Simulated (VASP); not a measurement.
Input of a VASP 6.6.1 run:

Contents of INCAR:

```
PREC = Accurate
ENCUT = 520
EDIFF = 1E-6
ISMEAR = 0
SIGMA = 0.1
LREAL = False
LASPH = True
NELM = 100
ALGO = Fast
ISIF = 2
LWAVE = False
LCHARG = False
GGA = PS
NBANDS = 26
```

The input KPOINTS:

```
Automatic mesh
0
Gamma
  10 10 10
```

The input POSCAR:

```
Al2Cu
1.0
   -2.6503276199      2.6503276199      2.1354403515
    2.6503276199     -2.6503276199      2.1354403515
    2.6503276199      2.6503276199     -2.1354403515
Al Cu
4 2
Direct
    0.8438857745      0.6561142255      0.5000000000
    0.6561142255      0.1561142255      0.8122284511
    0.3438857745      0.8438857745      0.1877715489
    0.1561142255      0.3438857745      0.5000000000
    0.2500000000      0.2500000000      0.0000000000
    0.7500000000      0.7500000000      0.0000000000
```

Potentials or basis: VASP PAW PBE potentials, release 64 (Al, Cu).

Run with:

```bash
$ cat potpaw_PBE.64/Al/POTCAR potpaw_PBE.64/Cu/POTCAR > POTCAR
$ mpirun -np 1 vasp_std > vasp.out
```

Problem. Estimate the largest force.

Solution. 0.009 eV/Å.

Problem. Predict the band gap on the k mesh.

Solution. Zero (bands 17 and 18 overlap by 5.45 eV).

Problem. Estimate the pressure.

Solution. 90.1 GPa.

Stress tensor (GPa, compression positive):
```
90.04  0.00  0.00
 0.00 90.04  0.00
 0.00  0.00 90.20
```

Caveat: the cell stands under pressure; the PAW data sets were made with another functional, which shifts forces and pressure a little.
